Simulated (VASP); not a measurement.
# SbS2 (Cmcm) in VASP: a series of runs, part 2 of 3

VASP 6.6.1. The steps go on from the part before.

**3. Single point, PBE**

This run uses another cell than the first one, of 23.01 Å³/atom, 1.049 times its volume.

File INCAR:

```
SYSTEM = SbS2
PREC = Accurate
ENCUT = 520
EDIFF = 1E-6
ISMEAR = 0
SIGMA = 0.1
LREAL = .False.
LASPH = .True.
NELM = 100
ALGO = Normal
ISIF = 2
LWAVE = .False.
LCHARG = .False.
GGA = PE
NBANDS = 26
```

File KPOINTS:

```
regular mesh
0
Gamma
  4 4 4
  0 0 0
```

File POSCAR:

```
SbS2
1.0
    4.7942499202     -2.7187387545      0.0000000000
    4.7942499202      2.7187387545      0.0000000000
    0.0000000000      0.0000000000      5.2950404683
Sb S
2 4
Direct
    0.7800000000      0.2200000000      0.7500000000
    0.2200000000      0.7800000000      0.2500000000
    0.8900000000      0.4500000000      0.2500000000
    0.5500000000      0.1100000000      0.2500000000
    0.4500000000      0.8900000000      0.7500000000
    0.1100000000      0.5500000000      0.7500000000
```

Potentials or basis: VASP PAW PBE potentials, release 64 (Sb, S).

Run with:

```bash
$ cat potpaw_PBE.64/Sb/POTCAR potpaw_PBE.64/S/POTCAR > POTCAR
$ mpirun -np 1 vasp_std > vasp.out
```

OUTCAR:

```text
SYSTEM = SbS2
   PREC = Accurate
   ENCUT = 520
   EDIFF = 1E-6
   ISMEAR = 0
   LREAL = .False.
   LASPH = .True.
   NELM = 100
   ISIF = 2
   GGA = PE

 ion  position               nearest neighbor table
   1  0.780  0.220  0.750-   3 3.13   4 3.13   3 3.13   4 3.13   5 3.16   6 3.16   5 3.17   5 3.17
                             6 3.17   6 3.17   2 3.57   2 3.57
   2  0.220  0.780  0.250-   5 3.13   6 3.13   5 3.13   6 3.13   3 3.16   4 3.16   3 3.17   3 3.17
                             4 3.17   4 3.17   1 3.57   1 3.57
   3  0.890  0.450  0.250-   1 3.13   1 3.13   2 3.16   2 3.17   2 3.17
   4  0.550  0.110  0.250-   1 3.13   1 3.13   2 3.16   2 3.17   2 3.17
   5  0.450  0.890  0.750-   2 3.13   2 3.13   1 3.16   1 3.17   1 3.17
   6  0.110  0.550  0.750-   2 3.13   2 3.13   1 3.16   1 3.17   1 3.17

  LATTYP: Found a base centered orthorhombic cell.
 ALAT       =     5.4374775090
 B/A-ratio  =     1.7634095634
 C/A-ratio  =     0.9738045738

  Lattice vectors:

 A1 = (  -4.7942499202,  -2.7187387545,   0.0000000000)
 A2 = (   4.7942499202,  -2.7187387545,   0.0000000000)
 A3 = (   0.0000000000,   0.0000000000,   5.2950404683)

Analysis of symmetry for initial positions (statically):
=====================================================================
 Subroutine PRICEL returns:
 Original cell was already a primitive cell.

 Routine SETGRP: Setting up the symmetry group for a
 base centered orthorhombic supercell.

 Subroutine GETGRP returns: Found  8 space group operations
 (whereof  4 operations were pure point group operations)
 out of a pool of  8 trial point group operations.

The static configuration has the point symmetry C_2h.
 The point group associated with its full space group is D_2h.

Analysis of symmetry for dynamics (positions and initial velocities):
=====================================================================
 Subroutine PRICEL returns:
 Original cell was already a primitive cell.

[... 134 lines left out ...]
  Fermi-wavevector in a.u.,A,eV,Ry     =   1.026216  1.939267 14.328550  1.053119
  Thomas-Fermi vector in A             =   2.160097
   LORBIT       =      0    0 simple, 1 ext, 2 COOP (PROOUT), +10 PAW based schemes
   GGA     = PE    functional components
   LHFCALC =     F    Hartree Fock is set to
   AEXX    =    0.0000 exact exchange contribution
   IVDW    =     0    specifies the selected vdW correction
   LEPSILON=     F    determine dielectric tensor
   LRPA    =     F    only Hartree local field effects (RPA)
 non-spin polarized calculation
 Gauss-broadening in eV      SIGMA  =   0.10
  energy-cutoff  :      520.00
  volume of cell :      138.03
 maximum number of plane-waves:      3738
 NGX is ok and might be reduce to    42
   NGX = 21   NGY = 21   NGZ = 19

 number of electron      34.0000003 magnetization

 Free energy of the ion-electron system (eV)
  ---------------------------------------------------
  ext. energy  EPLUGINS =         0.00000000
  ---------------------------------------------------
  free energy    TOTEN  =       -21.56425040 eV

  energy without entropy =      -21.52652730  energy(sigma->0) =      -21.54538885

 E-fermi :   5.6031     XC(G=0):  -9.9431

 val. band max:        5.5911191162   @ k =   0.2500   0.0000   0.0000
 cond. band min:       5.6068050915   @ k =   0.5000   0.2500   0.0000
 fundamental gap:      0.0156859753
 Fermi energy:         5.6031011941

 k-point     1 :       0.0000    0.0000    0.0000
  band No.  band energies     occupation
      1      -8.2423      2.00000
      2      -6.0885      2.00000
      3      -5.7741      2.00000
      4      -5.1845      2.00000
      5      -2.5684      2.00000
      6      -2.5644      2.00000
[... 598 lines left out ...]
     25      13.0002      0.00000
     26      13.0002      0.00000

------------------------ aborting loop because EDIFF is reached ----------------------------------------

  FORCE on cell =-STRESS in cart. coord.  units (eV):
  Direction    XX          YY          ZZ          XY          YZ          ZX
  --------------------------------------------------------------------------------------
  -------------------------------------------------------------------------------------
  Total       -7.5756929     -7.6574463     -7.2990666      0.0000000      0.0000000      0.0000000
  in kB      -87.9317090    -88.8806287    -84.7208841      0.0000000      0.0000000      0.0000000
  external PRESSURE =     -87.1777406 kB  Pullay stress =       0.0000000 kB

 VOLUME and BASIS-vectors are now :
 -----------------------------------------------------------------------------
  energy-cutoff  :      520.00
  volume of cell :      138.03
      direct lattice vectors                 reciprocal lattice vectors
     4.794249920 -2.718738754  0.000000000     0.104291601 -0.183908807  0.000000000
     4.794249920  2.718738754  0.000000000     0.104291601  0.183908807  0.000000000
     0.000000000  0.000000000  5.295040468     0.000000000  0.000000000  0.188855969

 POSITION                                       TOTAL-FORCE (eV/Angst)
 -----------------------------------------------------------------------------------
      4.79425     -1.52249      3.97128        -0.000000      0.342052      0.000000
      4.79425      1.52249      1.32376        -0.000000     -0.342052     -0.000000
      6.42429     -1.19625      1.32376        -0.832553     -0.226866     -0.000000
      3.16420     -1.19625      1.32376         0.832553     -0.226866     -0.000000
      6.42429      1.19625      3.97128        -0.832553      0.226866      0.000000
      3.16420      1.19625      3.97128         0.832553      0.226866     -0.000000
 -----------------------------------------------------------------------------------
    total drift:                               -0.000000     -0.000000     -0.000000

  FREE ENERGIE OF THE ION-ELECTRON SYSTEM (eV)
  ---------------------------------------------------
  free  energy   TOTEN  =       -21.5642503966 eV

  energy  without entropy=      -21.5265272993  energy(sigma->0) =      -21.54538885
```

OSZICAR:

```text
N       E                     dE             d eps       ncg     rms          rms(c)
DAV:   1     0.177573457208E+03    0.17757E+03   -0.13226E+04  1092   0.110E+03
DAV:   2    -0.697269435275E+01   -0.18455E+03   -0.17479E+03  1456   0.182E+02
DAV:   3    -0.227268883319E+02   -0.15754E+02   -0.15300E+02  1282   0.603E+01
DAV:   4    -0.229921146497E+02   -0.26523E+00   -0.26391E+00  1170   0.913E+00
DAV:   5    -0.229974876046E+02   -0.53730E-02   -0.53711E-02  1296   0.137E+00    0.890E+00
DAV:   6    -0.215717442116E+02    0.14257E+01   -0.25498E+00  1132   0.712E+00    0.594E+00
DAV:   7    -0.215723641057E+02   -0.61989E-03   -0.38648E-01  1156   0.263E+00    0.312E+00
DAV:   8    -0.215643254900E+02    0.80386E-02   -0.48645E-02  1162   0.101E+00    0.637E-01
DAV:   9    -0.215641066875E+02    0.21880E-03   -0.41395E-03  1314   0.336E-01    0.207E-01
DAV:  10    -0.215642592680E+02   -0.15258E-03   -0.82974E-04  1174   0.151E-01    0.642E-02
DAV:  11    -0.215642499539E+02    0.93141E-05   -0.10963E-04  1152   0.557E-02    0.223E-02
DAV:  12    -0.215642521356E+02   -0.21817E-05   -0.19935E-05  1200   0.257E-02    0.116E-02
DAV:  13    -0.215642503694E+02    0.17662E-05   -0.36682E-06  1066   0.106E-02    0.494E-03
DAV:  14    -0.215642503966E+02   -0.27211E-07   -0.10933E-06   612   0.502E-03
   1 F= -.21564250E+02 E0= -.21545389E+02  d E =-.377231E-01
```

It took 95 s on 1 thread of AMD EPYC 7R43 (Zen 3), shared host; peak memory 0.23 GiB.

Results:

| Property | Result |
| --- | --- |
| Free energy | -21.5643 eV |
| Pressure | -8.7 GPa |
| Largest force | 0.863 eV/Å |
| Band gap on the k mesh | zero (band 17 reaches 6.06 eV, above the bottom of band 18 at 4.92 eV) |

Forces on the atoms (eV/Å):
```
Sb   0.000  0.342  0.000
Sb   0.000 -0.342  0.000
S   -0.833 -0.227  0.000
S    0.833 -0.227  0.000
S   -0.833  0.227  0.000
S    0.833  0.227  0.000
```

Caveat: spin-orbit coupling is left out, which moves the levels of the heavy elements.

[end of part 2 of 3]
